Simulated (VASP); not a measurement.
Write the native input for VASP 6.6.1 that does the following.

| Item | Value |
| --- | --- |
| Task | single point |
| Functional | PBE |
| Potentials or basis | VASP PAW PBE potentials, release 64 (Be, Zn, Se) |
| Cutoff | 520 eV |
| k mesh | 6 × 6 × 2 |
| Occupations | gaussian, width 0.2 eV |
| Spin | no spin polarisation |
| Dipole correction | no |
| Further INCAR settings | ALGO = Normal; EDIFF = 1e-07; NBANDS = 35 |

The structure of Be3ZnSe lies in POSCAR:

```
Be3ZnSe
1.0
    3.6653978994     -0.0002291935     -0.0003592766
   -1.8329091995      3.1741018705     -0.0001584746
   -0.0012399536     -0.0006619974     11.9438575626
Be Zn Se
6 2 2
Direct
    0.3333206593      0.6666003431      0.0883814753
    0.3335709789      0.6667630948      0.4813622189
    0.3333144987      0.6667116215      0.6862659359
    0.6665750482      0.3332262647      0.3581899196
    0.6666292202      0.3333625666      0.7319171419
    1.0000218896     -0.0000027079      0.6366043081
    0.6667639066      0.3333352083      0.5481384538
    0.9999966706      0.0002689127      0.8249534948
    0.3332007337      0.6665238622      0.2835041079
    0.9999397275     -0.0001224997      0.0326829436
```

The input as run:

INCAR

```
ALGO = Normal ; EDIFF = 1E-7
ENCUT = 520 ; GGA = PE
ISIF = 2 ; ISMEAR = 0
LASPH = T ; LCHARG = T
LELF = T ; LREAL = F
LVHAR = T ; LWAVE = F
NBANDS = 35 ; NELM = 80
PREC = Accurate ; SIGMA = 0.2
```

KPOINTS

```
k-points
0
Gamma
  6 6 2
```

Potentials or basis: VASP PAW PBE potentials, release 64 (Be, Zn, Se).

Command:

```bash
$ cat potpaw_PBE.64/Be/POTCAR potpaw_PBE.64/Zn/POTCAR potpaw_PBE.64/Se/POTCAR > POTCAR
$ mpirun -np 1 vasp_std > vasp.out
```

It gave:

The pressure is 0.2 GPa, the largest force is 0.017 eV/Å and the band gap on the k mesh is zero (bands 24 and 25 overlap by 2.20 eV).

Run time: 8.3 min on 1 thread of Intel Xeon 8259CL, with other jobs on the host, peak memory 0.36 GiB.
